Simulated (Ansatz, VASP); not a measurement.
ZnS3 in VASP and in Ansatz

```
Zn S
1.0
    -2.81848    2.81848    2.81848
     2.81848   -2.81848    2.81848
     2.81848    2.81848   -2.81848
Zn S
1 3
Cartesian
  0.0000 0.0000 0.0000
  2.8185 0.0000 0.0000
  0.0000 2.8185 0.0000
  0.0000 0.0000 2.8185
```

Alike in both runs: task relaxation of cell and atoms; functional PBE; k mesh 4 × 4 × 4; occupations gaussian, width 0.1 eV; no spin polarisation.

|  | VASP | Ansatz |
| --- | --- | --- |
| version | VASP 6.6.1 | Ansatz 0.2.0 |
| potentials or method | VASP PAW PBE potentials, release 64 (Zn, S), cutoff 600 eV | scalar-relativistic, plane waves, PAW |
| valence electrons in the cell | 30 | 30 |

|  | VASP | Ansatz | Ansatz less VASP |
| --- | --- | --- | --- |
| gap on the k mesh at the Fermi level, each at its own relaxed structure (eV) | none | none | - |
| relaxed volume (Å³/atom) | 16.68 | 16.73 | +0.052 |
| relaxed cell length with the largest relative difference (Å) | 4.426 | 4.430 | +0.0046 |

A gap of «none» marks a metal or a gap that the smearing closes.

The k mesh is coarse, so the values compare programs but aren't converged. Noted on VASP's run: the volume moved by over 15 % at a fixed basis, so the end points are rough.
